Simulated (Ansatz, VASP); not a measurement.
**Sn: VASP beside Ansatz**

The input INCAR:

```
PREC     = Accurate       # precision mode
ENCUT    = 520            # plane-wave cutoff, eV
EDIFF    = 1E-7           # SCF threshold, eV
ISMEAR   = 0              # smearing method
SIGMA    = 0.15           # smearing width, eV
LREAL    = F              # projectors in reciprocal space
LASPH    = T              # aspherical terms in the spheres
NELM     = 100            # most SCF steps
ALGO     = Fast           # electronic algorithm
ISIF     = 2              # what is computed and relaxed
LWAVE    = F              # write WAVECAR
LCHARG   = F              # write CHGCAR
GGA      = PS             # functional
IVDW     = 12             # dispersion correction
NBANDS   = 13             # bands
```

The input KPOINTS:

```
Automatic mesh
0
Gamma
  18 18 18
```

The input POSCAR:

```
Sn
1.0
   -1.9704378920      1.9704378920      1.8946518192
    1.9704378920     -1.9704378920      1.8946518192
    1.9704378920      1.9704378920     -1.8946518192
Sn
1
Direct
    0.0000000000      0.0000000000      0.0000000000
```

Input for Ansatz:

```yaml
crystal:
  lattice:
    - [-1.970437892, 1.970437892, 1.8946518192]
    - [1.970437892, -1.970437892, 1.8946518192]
    - [1.970437892, 1.970437892, -1.8946518192]
  atoms:
    - { symbol: Sn, position: [0.0, 0.0, 0.0] }
basis:
  ecutwfc: 420
kpoints:
  mp_grid: { grid: [18, 18, 18] }
hamiltonian:
  xc: pbesol
  dispersion: d3bj
scf:
  occupations: { method: gaussian, width: 0.15 }
output:
  forces: true
  stress: true
  eigenvalues: true
```

Change from the starting cell: strain +0.040 along x and y, +0.000 along z, atoms carried along.

Alike in both runs: task single point; functional PBEsol; dispersion D3(BJ); k mesh 18 × 18 × 18; occupations gaussian, width 0.15 eV; no spin polarisation.

|  | VASP | Ansatz |
| --- | --- | --- |
| version | VASP 6.6.1 | Ansatz 0.2.0 |
| potentials or method | VASP PAW PBE potentials, release 64 (Sn_d), cutoff 520 eV | scalar-relativistic, plane waves, PAW |
| valence electrons in the cell | 14 | 14 |

|  | VASP | Ansatz | Ansatz less VASP |
| --- | --- | --- | --- |
| gap on the k mesh at the Fermi level (eV) | none | none | - |
| pressure (GPa) | -7.1 | -7.0 | +0.06 |
| traceless stress, the component that is largest in VASP (GPa) | -0.47 | -0.48 | -0.003 |

VASP's potentials were made for PBE, not for PBEsol. A gap of «none» marks a metal or a gap that the smearing closes.
